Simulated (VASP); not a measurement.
# Bi2Te3 (R-3m) in VASP: notebook, part 2 of 2

VASP 6.6.1. Earlier steps stand in the parts before.

## (3) Electric field gradients, PBE (zz strain of -2 %)

INCAR reads:

```
ALGO = Normal ; EDIFF = 1E-8
ENCUT = 520 ; GGA = PE
ISIF = 2 ; ISMEAR = -1
LASPH = T ; LCHARG = F
LEFG = T ; LREAL = F
LWAVE = F ; NBANDS = 32
NELM = 100 ; PREC = Accurate
SIGMA = 0.08
```

KPOINTS reads:

```
k-points
0
Gamma
  7 7 7
```

POSCAR reads:

```
Bi2Te3
1.0
    2.1930005584      1.2661294627      9.9623566000
   -2.1930005584      1.2661294627      9.9623566000
    0.0000000000     -2.5322589254      9.9623566000
Bi Te
2 3
Direct
    0.4000000000      0.4000000000      0.4000000000
    0.6000000000      0.6000000000      0.6000000000
    0.0000000000      0.0000000000      0.0000000000
    0.2095000000      0.2095000000      0.2095000000
    0.7905000000      0.7905000000      0.7905000000
```

Potentials or basis: VASP PAW PBE potentials, release 64 (Bi_d, Te).

On the command line:

```
> cat potpaw_PBE.64/Bi_d/POTCAR potpaw_PBE.64/Te/POTCAR > POTCAR
> mpirun -np 1 vasp_std > vasp.out
```

OUTCAR:

```text
EDIFF = 1E-8
   ENCUT = 520
   GGA = PE
   ISIF = 2
   ISMEAR = -1
   LASPH = T
   LREAL = F
   NELM = 100
   PREC = Accurate

 ion  position               nearest neighbor table
   1  0.400  0.400  0.400-   5 3.05   5 3.05   5 3.05   3 3.22   3 3.22   3 3.22
   2  0.600  0.600  0.600-   4 3.05   4 3.05   4 3.05   3 3.22   3 3.22   3 3.22
   3  0.000  0.000  0.000-   2 3.22   1 3.22   2 3.22   2 3.22   1 3.22   1 3.22
   4  0.209  0.209  0.209-   2 3.05   2 3.05   2 3.05   5 3.60   5 3.60   5 3.60
   5  0.791  0.791  0.791-   1 3.05   1 3.05   1 3.05   4 3.60   4 3.60   4 3.60

  LATTYP: Found a trigonal (rhomboedric) cell.
 ALAT       =    10.2791480333
 COS(alpha) =     0.9089681772

  Lattice vectors:

 A1 = (   2.1930005584,   1.2661294627,   9.9623566000)
 A2 = (  -2.1930005584,   1.2661294627,   9.9623566000)
 A3 = (   0.0000000000,  -2.5322589254,   9.9623566000)

Analysis of symmetry for initial positions (statically):
=====================================================================
 Subroutine PRICEL returns:
 Original cell was already a primitive cell.

 Routine SETGRP: Setting up the symmetry group for a
[... 1048 lines left out ...]
      0.00000      0.00000     23.62573         0.000000      0.000000      0.141581
 -----------------------------------------------------------------------------------
    total drift:                               -0.000000     -0.000000     -0.000000

  FREE ENERGIE OF THE ION-ELECTRON SYSTEM (eV)
  ---------------------------------------------------
  free  energy   TOTEN  =       -18.2808401824 eV

  energy  without entropy=      -18.2790919039  energy(sigma->0) =      -18.27996604

 Electric field gradients (V/A^2)
---------------------------------------------------------------------
 ion       V_xx      V_yy      V_zz      V_xy      V_xz      V_yz
---------------------------------------------------------------------
   1      -7.809    -7.809    15.618     0.000     0.000     0.000
   2      -7.809    -7.809    15.618     0.000    -0.000     0.000
   3     -38.075   -38.075    76.150     0.000    -0.000     0.000
   4       1.815     1.815    -3.630    -0.000     0.000     0.000
   5       1.815     1.815    -3.630    -0.000    -0.000     0.000
---------------------------------------------------------------------

 Electric field gradients after diagonalization (V/A^2)
 (convention: |V_zz| > |V_xx| > |V_yy|)
----------------------------------------------------------------------
 ion       V_xx      V_yy      V_zz     asymmetry (V_yy - V_xx)/ V_zz
----------------------------------------------------------------------
   1      -7.809    -7.809    15.618       0.000
   2      -7.809    -7.809    15.618       0.000
   3     -38.075   -38.075    76.150       0.000
   4       1.815     1.815    -3.630       0.000
   5       1.815     1.815    -3.630       0.000
----------------------------------------------------------------------

           NMR quadrupolar parameters

 Cq : quadrupolar parameter    Cq=e*Q*V_zz/h
 eta: asymmetry parameters     (V_yy - V_xx)/ V_zz
 Q  : nuclear electric quadrupole moment in mb (millibarn)
----------------------------------------------------------------------
 ion       Cq(MHz)       eta       Q (mb)
----------------------------------------------------------------------
   1       0.038       0.000       1.000
   2       0.038       0.000       1.000
   3       0.184       0.000       1.000
   4      -0.009       0.000       1.000
   5      -0.009       0.000       1.000
----------------------------------------------------------------------
```

Wall time 37 min (1 thread of AMD EPYC 7R13, shared host); peak memory 0.98 GiB.

Results:

| Property | Result |
| --- | --- |
| Free energy | -18.2808 eV |
| Pressure | 3.1 GPa |
| Largest force | 0.142 eV/Å |
| Band gap on the k mesh | 0.21 eV |
| Largest electric field gradient by atom | Bi +15.6; Te +76.2, -3.6 (each value once) V/Å² |

Forces on the atoms (eV/Å):
```
Bi   0.000  0.000 -0.022
Bi   0.000  0.000  0.022
Te   0.000  0.000  0.000
Te   0.000  0.000 -0.142
Te   0.000  0.000  0.142
```

Levels at points of the mesh, in eV from the valence-band top:
```csv
k point,band 21,band 22,band 23,band 24,band 25,band 26,band 27,band 28
"(0.00, 0.00, 0.00)",-1.82,-0.95,-0.95,0.00,0.21,0.58,0.58,1.92
```

Electric field gradients, principal values (V/Å²):
| atom | least | middle | greatest (by size) |
| --- | --- | --- | --- |
| 1 Bi | -7.809 | -7.809 | 15.618 |
| 2 Bi | -7.809 | -7.809 | 15.618 |
| 3 Te | -38.075 | -38.075 | 76.150 |
| 4 Te | 1.815 | 1.815 | -3.630 |
| 5 Te | 1.815 | 1.815 | -3.630 |

Caveat: the cell differs from its parent crystal (zz strain of -2 %); the cell stands under pressure; without QUAD_EFG the Cq values of the log hold for a quadrupole moment of 1 mb, not for the nuclei; spin-orbit coupling is left out, which moves the levels of the heavy elements; an odd mesh through Γ misses points on the zone boundary, where band edges can lie.

## (4) Electric field gradients, PBE (31.84 Å³/atom)

This run uses another cell than the first one, of 31.84 Å³/atom.

INCAR reads:

```
PREC = Accurate ; ENCUT = 520
EDIFF = 1E-8 ; ISMEAR = -1
SIGMA = 0.08 ; LREAL = F
LASPH = T ; NELM = 100
ALGO = Normal ; ISIF = 2
LWAVE = F ; LCHARG = F
GGA = PE ; LEFG = T
NBANDS = 32
```

KPOINTS reads:

```
regular mesh
0
Gamma
  7 7 7
```

Changes to POSCAR since step 3:

```diff
@@ -2,5 +2,5 @@
 1.0
-    2.1930005584      1.2661294627      9.9623566000
-   -2.1930005584      1.2661294627      9.9623566000
-    0.0000000000     -2.5322589254      9.9623566000
+    2.1482328834      1.2402828335      9.9581491178
+   -2.1482328834      1.2402828335      9.9581491178
+    0.0000000000     -2.4805656670      9.9581491178
 Bi Te
```

Potentials or basis: VASP PAW PBE potentials, release 64 (Bi_d, Te).

On the command line:

```
> cat potpaw_PBE.64/Bi_d/POTCAR potpaw_PBE.64/Te/POTCAR > POTCAR
> mpirun -np 1 vasp_std > vasp.out
```

OUTCAR:

```text
PREC = Accurate
   ENCUT = 520
   EDIFF = 1E-8
   ISMEAR = -1
   LREAL = F
   LASPH = T
   NELM = 100
   ISIF = 2
   GGA = PE

 ion  position               nearest neighbor table
   1  0.400  0.400  0.400-   5 3.01   5 3.01   5 3.01   3 3.18   3 3.18   3 3.18
   2  0.600  0.600  0.600-   4 3.01   4 3.01   4 3.01   3 3.18   3 3.18   3 3.18
   3  0.000  0.000  0.000-   2 3.18   1 3.18   2 3.18   2 3.18   1 3.18   1 3.18
   4  0.209  0.209  0.209-   2 3.01   2 3.01   2 3.01   5 3.56   5 3.56   5 3.56
   5  0.791  0.791  0.791-   1 3.01   1 3.01   1 3.01   4 3.56   4 3.56   4 3.56

  LATTYP: Found a trigonal (rhomboedric) cell.
 ALAT       =    10.2624529173
 COS(alpha) =     0.9123624232

  Lattice vectors:

[... 1073 lines left out ...]
   2     -13.869   -13.869    27.739     0.000    -0.000     0.000
   3     -46.959   -46.959    93.918    -0.000    -0.000     0.000
   4      -3.778    -3.778     7.555    -0.000     0.000     0.000
   5      -3.778    -3.778     7.555    -0.000    -0.000     0.000
---------------------------------------------------------------------

 Electric field gradients after diagonalization (V/A^2)
 (convention: |V_zz| > |V_xx| > |V_yy|)
----------------------------------------------------------------------
 ion       V_xx      V_yy      V_zz     asymmetry (V_yy - V_xx)/ V_zz
----------------------------------------------------------------------
   1     -13.869   -13.869    27.739       0.000
   2     -13.869   -13.869    27.739       0.000
   3     -46.959   -46.959    93.918       0.000
   4      -3.778    -3.778     7.555       0.000
   5      -3.778    -3.778     7.555       0.000
----------------------------------------------------------------------

           NMR quadrupolar parameters

 Cq : quadrupolar parameter    Cq=e*Q*V_zz/h
 eta: asymmetry parameters     (V_yy - V_xx)/ V_zz
 Q  : nuclear electric quadrupole moment in mb (millibarn)
----------------------------------------------------------------------
 ion       Cq(MHz)       eta       Q (mb)
----------------------------------------------------------------------
   1       0.067       0.000       1.000
   2       0.067       0.000       1.000
   3       0.227       0.000       1.000
   4       0.018       0.000       1.000
   5       0.018       0.000       1.000
----------------------------------------------------------------------
```

OSZICAR:

```text
N       E                     dE             d eps       ncg     rms          rms(c)
DAV:   1     0.441822058294E+03    0.44182E+03   -0.21797E+04  2816   0.147E+03
DAV:   2     0.296175494521E+02   -0.41220E+03   -0.39536E+03  2912   0.388E+02
[... 11 lines left out ...]
DAV:  14    -0.180967870275E+02   -0.66484E-06   -0.10200E-06  3848   0.526E-03    0.160E-03
DAV:  15    -0.180967869231E+02    0.10445E-06   -0.27004E-07  2696   0.211E-03    0.186E-03
DAV:  16    -0.180967868992E+02    0.23862E-07   -0.30021E-08  2856   0.124E-03    0.345E-04
DAV:  17    -0.180967868744E+02    0.24864E-07   -0.39027E-09  1912   0.445E-04    0.457E-04
DAV:  18    -0.180967868879E+02   -0.13577E-07   -0.17530E-09  1576   0.293E-04    0.215E-04
DAV:  19    -0.180967869016E+02   -0.13655E-07   -0.52203E-10  1576   0.167E-04    0.431E-05
DAV:  20    -0.180967869055E+02   -0.38990E-08   -0.15210E-10  1520   0.998E-05
   1 F= -.18096787E+02 E0= -.18096012E+02  d E =-.154928E-02
```

stdout:

```text
POSCAR found type information on POSCAR BiTe
 POSCAR found :  2 types and       5 ions
 scaLAPACK will be used
 LDA part: xc-table for (Slater+PW92), standard interpolation
 POSCAR, INCAR and KPOINTS ok, starting setup
 FFT: planning ... GRIDC
 FFT: planning ... GRID_SOFT
 FFT: planning ... GRID
 WAVECAR not read
 entering main loop
ion   1

ion   2

ion   3

ion   4

ion   5
```

It took 27 min on 1 thread of Oxide Virtual Turin-like, shared host; peak memory 0.93 GiB.

Results:

| Quantity | Value |
| --- | --- |
| Free energy | -18.0968 eV |
| Pressure | 5.8 GPa |
| Largest force | 0.391 eV/Å |
| Band gap on the k mesh | 0.24 eV |
| Largest electric field gradient by atom | Bi +27.7; Te +93.9, +7.6 (each value once) V/Å² |

Forces on the atoms (eV/Å):
```
Bi   0.000  0.000 -0.142
Bi   0.000  0.000  0.142
Te   0.000  0.000  0.000
Te   0.000  0.000 -0.391
Te   0.000  0.000  0.391
```

Electric field gradients, principal values (V/Å²):
```tsv
atom	least	middle	greatest (by size)
1 Bi	-13.869	-13.869	27.739
2 Bi	-13.869	-13.869	27.739
3 Te	-46.959	-46.959	93.918
4 Te	-3.778	-3.778	7.555
5 Te	-3.778	-3.778	7.555
```

Caveat: the cell stands under pressure; without QUAD_EFG the Cq values of the log hold for a quadrupole moment of 1 mb, not for the nuclei; spin-orbit coupling is left out, which moves the levels of the heavy elements; an odd mesh through Γ misses points on the zone boundary, where band edges can lie.
